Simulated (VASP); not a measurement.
# Si5O (P6/mmm) in VASP: a series of runs, part 2 of 2

VASP 6.6.1. The steps go on from the part before.

## Step 3: Single point, PBE

This run uses another cell than the first one, of 19.98 Å³/atom, 0.998 times its volume.

INCAR reads:

```
ALGO     = Normal         # electronic algorithm
EDIFF    = 1E-7           # SCF threshold, eV
ENCUT    = 520            # plane-wave cutoff, eV
GGA      = PE             # functional
ISIF     = 2              # what is computed and relaxed
ISMEAR   = 0              # smearing method
LASPH    = True           # aspherical terms in the spheres
LCHARG   = False          # write CHGCAR
LREAL    = False          # projectors in reciprocal space
LWAVE    = False          # write WAVECAR
NBANDS   = 22             # bands
NELM     = 80             # most SCF steps
PREC     = Accurate       # precision mode
SIGMA    = 0.1            # smearing width, eV
```

KPOINTS reads:

```
k-points
0
Gamma
  12 12 6
```

POSCAR reads:

```
Si5O
1.0
    4.8753311722      0.0000000000      0.0000000000
   -2.4376655861      4.2221606470      0.0000000000
    0.0000000000      0.0000000000      5.8242946292
Si O
5 1
Direct
    0.0000000000      0.0000000000      0.7832069801
    0.0000000000      0.0000000000      0.2167930199
    0.5000000000      0.0000000000      0.0000000000
    0.0000000000      0.5000000000      0.0000000000
    0.5000000000      0.5000000000      0.0000000000
    0.0000000000      0.0000000000      0.5000000000
```

Potentials or basis: VASP PAW PBE potentials, release 64 (Si, O).

Started as:

```bash
$ cat potpaw_PBE.64/Si/POTCAR potpaw_PBE.64/O/POTCAR > POTCAR
$ mpirun -np 1 vasp_std > vasp.out
```

OUTCAR:

```text
EDIFF = 1E-7
   ENCUT = 520
   GGA = PE
   ISIF = 2
   ISMEAR = 0
   LASPH = True
   LREAL = False
   NELM = 80
   PREC = Accurate

 ion  position               nearest neighbor table
   1  0.000  0.000  0.783-   6 1.65   2 2.53   3 2.75   3 2.75   4 2.75   4 2.75   5 2.75   5 2.75

   2  0.000  0.000  0.217-   6 1.65   1 2.53   3 2.75   3 2.75   4 2.75   4 2.75   5 2.75   5 2.75

[... 813 lines left out ...]
  --------------------------------------------------------------------------------------
  -------------------------------------------------------------------------------------
  Total       -0.0633426     -0.0633426      0.0736766     -0.0000000      0.0000000     -0.0000000
  in kB       -0.8464950     -0.8464950      0.9845952     -0.0000000      0.0000000     -0.0000000
  external PRESSURE =      -0.2361316 kB  Pullay stress =       0.0000000 kB

 VOLUME and BASIS-vectors are now :
 -----------------------------------------------------------------------------
  energy-cutoff  :      520.00
  volume of cell :      119.89
      direct lattice vectors                 reciprocal lattice vectors
     4.875331172  0.000000000  0.000000000     0.205114271  0.118422780  0.000000000
    -2.437665586  4.222160647  0.000000000     0.000000000  0.236845559  0.000000000
     0.000000000  0.000000000  5.824294629     0.000000000  0.000000000  0.171694611

 POSITION                                       TOTAL-FORCE (eV/Angst)
 -----------------------------------------------------------------------------------
      0.00000      0.00000      4.56163         0.000000      0.000000      0.028083
      0.00000      0.00000      1.26267         0.000000     -0.000000     -0.028083
      2.43767      0.00000      0.00000        -0.000000     -0.000000      0.000000
     -1.21883      2.11108      0.00000        -0.000000     -0.000000      0.000000
      1.21883      2.11108      0.00000        -0.000000     -0.000000      0.000000
      0.00000      0.00000      2.91215        -0.000000     -0.000000      0.000000
 -----------------------------------------------------------------------------------
    total drift:                                0.000000     -0.000000     -0.000000

  FREE ENERGIE OF THE ION-ELECTRON SYSTEM (eV)
  ---------------------------------------------------
  free  energy   TOTEN  =       -32.0127067469 eV

  energy  without entropy=      -32.0020805682  energy(sigma->0) =      -32.00739366
```

OSZICAR:

```text
N       E                     dE             d eps       ncg     rms          rms(c)
DAV:   1     0.844898101948E+02    0.84490E+02   -0.10701E+04  3344   0.984E+02
DAV:   2    -0.260821734595E+02   -0.11057E+03   -0.10564E+03  4282   0.177E+02
DAV:   3    -0.340567253042E+02   -0.79746E+01   -0.78814E+01  4322   0.464E+01
DAV:   4    -0.341829702745E+02   -0.12624E+00   -0.12608E+00  4218   0.676E+00
DAV:   5    -0.341854378500E+02   -0.24676E-02   -0.24672E-02  4572   0.912E-01    0.113E+01
DAV:   6    -0.321383607959E+02    0.20471E+01   -0.73017E+00  3860   0.174E+01    0.572E+00
DAV:   7    -0.320396670224E+02    0.98694E-01   -0.66410E-01  4014   0.502E+00    0.264E+00
DAV:   8    -0.320085354114E+02    0.31132E-01   -0.16385E-01  4240   0.247E+00    0.652E-01
DAV:   9    -0.320093755702E+02   -0.84016E-03   -0.34839E-02  4140   0.130E+00    0.258E-01
DAV:  10    -0.320118882899E+02   -0.25127E-02   -0.51389E-03  3726   0.441E-01    0.156E-01
DAV:  11    -0.320126293972E+02   -0.74111E-03   -0.21687E-03  4036   0.320E-01    0.521E-02
DAV:  12    -0.320126893518E+02   -0.59955E-04   -0.41631E-04  3932   0.127E-01    0.169E-02
DAV:  13    -0.320127065217E+02   -0.17170E-04   -0.29855E-05  4086   0.423E-02    0.102E-02
DAV:  14    -0.320127063587E+02    0.16295E-06   -0.58474E-06  4120   0.211E-02    0.264E-03
DAV:  15    -0.320127068740E+02   -0.51528E-06   -0.42962E-06  3992   0.129E-02    0.373E-03
DAV:  16    -0.320127067647E+02    0.10931E-06   -0.12584E-06  4324   0.808E-03    0.779E-04
DAV:  17    -0.320127067469E+02    0.17839E-07   -0.11440E-07  2600   0.242E-03
   1 F= -.32012707E+02 E0= -.32007394E+02  d E =-.106262E-01
```

It took 76 s on 1 thread of Intel Xeon 6975P-C (Granite Rapids), shared host; peak memory 0.32 GiB.

Results:

* Free energy: -32.0127 eV
* Pressure: 0.0 GPa
* Largest force: 0.028 eV/Å
* Band gap on the k mesh: zero (band 13 reaches 6.24 eV, above the bottom of band 14 at 4.26 eV)

Forces on the atoms (eV/Å):
```
Si   0.000  0.000  0.028
Si   0.000  0.000 -0.028
Si   0.000  0.000  0.000
Si   0.000  0.000  0.000
Si   0.000  0.000  0.000
O    0.000  0.000  0.000
```

## Step 4: Single point, PBE, collinear spin, ferromagnetic start

INCAR reads:

```
SYSTEM = Si5O
PREC = Accurate
ENCUT = 520
EDIFF = 1E-7
ISMEAR = 0
SIGMA = 0.1
LREAL = .False.
LASPH = .True.
NELM = 150
ALGO = Normal
ISIF = 2
LWAVE = .False.
LCHARG = .False.
ISPIN = 2
MAGMOM = 0 0 0 0 0 1
LORBIT = 11
GGA = PE
NBANDS = 26
```

KPOINTS reads:

```
regular mesh
0
Gamma
  6 6 2
  0 0 0
```

POSCAR reads:

```
Si5O
1.0
    4.8849305530      0.0000000000      0.0000000000
   -2.4424652765      4.2304739547      0.0000000000
    0.0000000000      0.0000000000      5.8219466076
Si O
5 1
Direct
    0.0000000000      0.0000000000      0.7828111896
    0.0000000000      0.0000000000      0.2171888104
    0.5000000000      0.0000000000      0.0000000000
    0.0000000000      0.5000000000      0.0000000000
    0.5000000000      0.5000000000      0.0000000000
    0.0000000000      0.0000000000      0.5000000000
```

Started as:

```bash
$ cat potpaw_PBE.64/Si/POTCAR potpaw_PBE.64/O/POTCAR > POTCAR
$ mpirun -np 1 vasp_std > vasp.out
```

Run time: 38 s. Hardware: 1 thread of Intel Xeon 6975P-C (Granite Rapids), shared host; peak memory 0.3 GiB.

Results (log left out):

```yaml
Free_energy: -31.9087 eV
Pressure: 0.0 GPa
Largest_force: 0.029 eV/Å
Band_gap_on_the_k_mesh: zero (filled and empty bands overlap)
Net_moment: 0.00 μB per cell
Valence_electrons_inside_the_program's_atomic_spheres: Si 1.55, 1.59; O 5.18
```

Forces in eV/Å, atoms in the order of the input:
```
Si   0.000  0.000  0.029
Si   0.000  0.000 -0.029
Si   0.000  0.000  0.000
Si   0.000  0.000  0.000
Si   0.000  0.000  0.000
O    0.000  0.000  0.000
```

Stress tensor (GPa, compression positive):
```
-0.10  0.00  0.00
 0.00 -0.10  0.00
 0.00  0.00  0.06
```

Levels at points of the mesh, in eV from the Fermi level:
Spin up:
```
           k point  band 10  band 11  band 12  band 13  band 14  band 15  band 16  band 17
(0.00, 0.00, 0.00)    -4.62    -4.48    -4.48     0.00     0.00     0.20     1.78     1.78
(0.50, 0.00, 0.00)    -3.52    -1.12    -0.04     0.17     0.26     0.65     1.33     1.52
(0.00, 0.00, 0.50)    -5.19    -4.60    -4.60     1.10     1.16     1.16     1.53     1.53
(0.50, 0.00, 0.50)    -2.87    -0.44    -0.24     0.09     0.19     0.37     1.17     3.43
```
Spin down:
| k point | band 9 | band 10 | band 11 | band 12 | band 13 | band 14 | band 15 | band 16 | band 17 | band 18 |
| --- | --- | --- | --- | --- | --- | --- | --- | --- | --- | --- |
| (0.00, 0.00, 0.00) | -4.62 | -4.62 | -4.48 | -4.48 | 0.00 | 0.00 | 0.20 | 1.78 | 1.78 | 2.14 |
| (0.50, 0.00, 0.00) | -3.76 | -3.52 | -1.12 | -0.04 | 0.17 | 0.26 | 0.65 | 1.33 | 1.52 | 3.55 |
| (0.00, 0.00, 0.50) | -5.52 | -5.19 | -4.60 | -4.60 | 1.10 | 1.16 | 1.16 | 1.53 | 1.53 | 2.57 |
| (0.50, 0.00, 0.50) | -5.05 | -2.87 | -0.44 | -0.24 | 0.09 | 0.19 | 0.37 | 1.17 | 3.43 | 3.56 |

Caveat: the k points lie up to 0.54 Å⁻¹ apart.

## Step 5: Relaxation of cell and atoms, PBE

INCAR reads:

```
SYSTEM = Si5O
PREC = Accurate
ENCUT = 600
EDIFF = 1E-7
ISMEAR = 0
SIGMA = 0.1
LREAL = .False.
LASPH = .True.
NELM = 80
ALGO = Normal
ISIF = 3
LWAVE = .False.
LCHARG = .False.
GGA = PE
IBRION = 2
NSW = 90
EDIFFG = -0.04
```

KPOINTS reads:

```
regular mesh
0
Gamma
  6 6 4
  0 0 0
```

POSCAR is that of step 4.

Started as:

```bash
$ cat potpaw_PBE.64/Si/POTCAR potpaw_PBE.64/O/POTCAR > POTCAR
$ mpirun -np 1 vasp_std > vasp.out
```

Run time: 56 s. Hardware: 1 thread of Intel Xeon 6975P-C (Granite Rapids), shared host; peak memory 0.27 GiB.

The run converged. Its results:

```yaml
Free_energy: -31.9224 eV
Relaxed_volume: 20.05 Å³/atom
Relaxed_cell: a = 4.882 Å, b = 4.882 Å, c = 5.826 Å, α = 90.00°, β = 90.00°, γ = 120.00°
Space_group_after_relaxing_to_0.05_Å: P6/mmm (No. 191)
Energy_gained_by_relaxing: 0.1 meV/atom
Ionic_steps: 3
Pressure_after_relaxing: -0.1 GPa
Largest_force_after_relaxing: 0.004 eV/Å
Band_gap_on_the_k_mesh: zero (band 13 reaches 6.20 eV, above the bottom of band 14 at 4.37 eV)
```

Forces on the atoms (eV/Å):
```
Si   0.000  0.000  0.004
Si   0.000  0.000 -0.004
Si   0.000  0.000  0.000
Si   0.000  0.000  0.000
Si   0.000  0.000  0.000
O    0.000  0.000  0.000
```

Stress tensor (GPa, compression positive):
```
-0.11  0.00  0.00
 0.00 -0.11  0.00
 0.00  0.00 -0.20
```

The path:
| step | energy change (eV) | largest force (eV/Å) | pressure (GPa) | volume (Å³) |
| --- | --- | --- | --- | --- |
| 1 | 0.0000 | 0.1610 | -0.04 | 120.31 |
| 2 | 0.0006 | 0.2112 | -0.27 | 120.22 |
| 3 | -0.0007 | 0.0036 | -0.14 | 120.27 |

Final structure:
```cif
data_structure
_symmetry_space_group_name_H-M 'P 1'
_symmetry_Int_Tables_number 1
_cell_length_a 4.8822
_cell_length_b 4.8822
_cell_length_c 5.8265
_cell_angle_alpha 90.000
_cell_angle_beta 90.000
_cell_angle_gamma 120.000
_cell_volume 120.27
loop_
_atom_site_label
_atom_site_type_symbol
_atom_site_fract_x
_atom_site_fract_y
_atom_site_fract_z
_atom_site_occupancy
Si1 Si 0.00000 0.00000 0.78337 1
Si2 Si 0.00000 0.00000 0.21663 1
Si3 Si 0.50000 0.00000 0.00000 1
Si4 Si 0.00000 0.50000 0.00000 1
Si5 Si 0.50000 0.50000 0.00000 1
O1 O 0.00000 0.00000 0.50000 1
```

Levels at points of the mesh, in eV from the Fermi level:
```tsv
k point	band 10	band 11	band 12	band 13	band 14	band 15	band 16	band 17
(0.00, 0.00, 0.00)	-4.62	-4.47	-4.47	-0.01	-0.01	0.19	1.77	1.77
(0.50, 0.00, 0.00)	-3.52	-1.13	-0.05	0.16	0.26	0.65	1.33	1.51
(0.00, 0.00, 0.50)	-5.19	-4.60	-4.60	1.10	1.15	1.15	1.53	1.53
(0.50, 0.00, 0.50)	-2.87	-0.44	-0.25	0.09	0.18	0.37	1.17	3.44
```

## Step 6: Overview

```csv
task,spin,cell,k mesh,cutoff (eV),gap on the mesh (eV),pressure (GPa),largest force (eV/Å)
single point,off,"a = 4.883, b = 4.883, c = 5.818 Å, angles 90.0, 90.0, 120.0°, 6 atoms",6 × 6 × 4,520,none,0.0,0.03
single point,off,"a = 4.875, b = 4.875, c = 5.824 Å, angles 90.0, 90.0, 120.0°, 6 atoms",12 × 12 × 6,520,none,0.0,0.03
single point,"collinear, ferromagnetic start","a = 4.885, b = 4.885, c = 5.822 Å, angles 90.0, 90.0, 120.0°, 6 atoms",6 × 6 × 2,520,none,0.0,0.03
relaxation of cell and atoms,off,"relaxed from a = 4.885, b = 4.885, c = 5.822 Å, angles 90.0, 90.0, 120.0°, 6 atoms",6 × 6 × 4,600,none,-0.1,-
```

Alike in all rows: level PBE; potentials or basis VASP PAW PBE potentials, release 64 (Si, O); smearing gaussian 0.1 eV.

Caveats: some runs use coarse meshes.

Absolute energies hang on the potentials; compare differences alone.
